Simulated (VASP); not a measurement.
Write the native input for VASP 6.6.1 that does the following.

- Task: single point
- Functional: PBE
- Potentials or basis: VASP PAW PBE potentials, release 64 (Hf_pv, C)
- Cutoff: 520 eV
- k mesh: 6 × 6 × 6
- Occupations: gaussian, width 0.1 eV
- Spin: no spin polarisation
- Dipole correction: no
- Further INCAR settings: ALGO = Normal; EDIFF = 1e-07; NBANDS = 14

The structure of HfC lies in POSCAR:

```
HfC
1.0
   -1.6448493960      1.6448493960      2.3247226098
    1.6448493960     -1.6448493960      2.3247226098
    1.6448493960      1.6448493960     -2.3247226098
Hf C
1 1
Direct
    0.0000000000      0.0000000000      0.0000000000
    0.5000000000      0.5000000000      0.0000000000
```

The input as run:

INCAR

```
SYSTEM = HfC
PREC = Accurate ; ENCUT = 520
EDIFF = 1E-7 ; ISMEAR = 0
SIGMA = 0.1 ; LREAL = .False.
LASPH = .True. ; NELM = 60
ALGO = Normal ; ISIF = 2
LWAVE = .False. ; LCHARG = .False.
GGA = PE ; NBANDS = 14
```

KPOINTS

```
regular mesh
0
Gamma
  6 6 6
  0 0 0
```

Potentials or basis: VASP PAW PBE potentials, release 64 (Hf_pv, C).

Run with:

```sh
$ cat potpaw_PBE.64/Hf_pv/POTCAR potpaw_PBE.64/C/POTCAR > POTCAR
$ mpirun -np 1 vasp_std > vasp.out
```

It gave:

```
Pressure               : -0.6 GPa
Band gap on the k mesh : zero (band 7 reaches 6.96 eV, above the bottom of band 8 at 5.59 eV)
```

Caveat: the k points lie up to 0.45 Å⁻¹ apart; spin-orbit coupling is left out, which moves the levels of the heavy elements.

It took 5.8 s on 1 thread of Intel(R) Xeon(R) Platinum 8488C (Sapphire Rapids), on a shared host, peak memory 0.14 GiB.
